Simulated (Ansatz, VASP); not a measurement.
# LiTlF3 in VASP and in Ansatz

Contents of INCAR:

```
PREC     = Accurate       # precision mode
ENCUT    = 600            # plane-wave cutoff, eV
EDIFF    = 1E-7           # SCF threshold, eV
ISMEAR   = 0              # smearing method
SIGMA    = 0.1            # smearing width, eV
LREAL    = False          # projectors in reciprocal space
LASPH    = True           # aspherical terms in the spheres
NELM     = 60             # most SCF steps
ALGO     = Normal         # electronic algorithm
ISIF     = 3              # what is computed and relaxed
LWAVE    = False          # write WAVECAR
LCHARG   = False          # write CHGCAR
GGA      = PE             # functional
IBRION   = 2              # ionic algorithm
NSW      = 100            # ionic steps
EDIFFG   = -0.01          # ionic threshold
```

The input KPOINTS:

```
regular mesh
0
Gamma
  10 10 10
```

File POSCAR:

```
LiTlF3
1.0
    3.8904961141      0.0000000000      0.0000000000
    0.0000000000      3.8904961141      0.0000000000
    0.0000000000      0.0000000000      3.8904961141
Li Tl F
1 1 3
Direct
    0.0000000000      0.0000000000      0.0000000000
    0.5000000000      0.5000000000      0.5000000000
    0.5000000000      0.0000000000      0.0000000000
    0.0000000000      0.5000000000      0.0000000000
    0.0000000000      0.0000000000      0.5000000000
```

Input for Ansatz:

```yaml
crystal:
  lattice:
    - [3.8904961141, 0.0, 0.0]
    - [0.0, 3.8904961141, 0.0]
    - [0.0, 0.0, 3.8904961141]
  atoms:
    - { symbol: Li, position: [0.0, 0.0, 0.0] }
    - { symbol: Tl, position: [0.5, 0.5, 0.5] }
    - { symbol: F, position: [0.5, 0.0, 0.0] }
    - { symbol: F, position: [0.0, 0.5, 0.0] }
    - { symbol: F, position: [0.0, 0.0, 0.5] }
basis:
  ecutwfc: 420
kpoints:
  mp_grid: { grid: [10, 10, 10] }
hamiltonian:
  xc: pbe
scf:
  occupations: { method: gaussian, width: 0.1 }
output:
  forces: true
  stress: true
  eigenvalues: true
  write_density: true
  write_potential: true
  elf: true
  volumetric_format: npy
relax:
  adjacent_minimum: "off"
  f_tol: 0.01
  max_steps: 80
  cell: { stress_tol: 0.05 }
```

Alike in both runs: task relaxation of cell and atoms; functional PBE; k mesh 10 × 10 × 10; occupations gaussian, width 0.1 eV; no spin polarisation.

|  | VASP | Ansatz |
| --- | --- | --- |
| version | VASP 6.6.1 | Ansatz 0.2.0 |
| potentials or method | VASP PAW PBE potentials, release 64 (Li_sv, Tl_d, F), cutoff 600 eV | scalar-relativistic, plane waves, PAW |
| valence electrons in the cell | 37 | 37 |

```tsv
	VASP	Ansatz	Ansatz less VASP
gap on the k mesh at the Fermi level, each at its own relaxed structure (eV)	none	none	-
relaxed volume (Å³/atom)	11.68	11.76	+0.080
relaxed length of the cell vector where the two differ most in proportion (Å)	3.880	3.889	+0.0089
```

A gap of «none» marks a metal or a gap that the smearing closes.

Spin-orbit coupling is off throughout. Noted on VASP's run: the cutoff is under 1.25 times that of the potentials, so the pressure is a little rough.
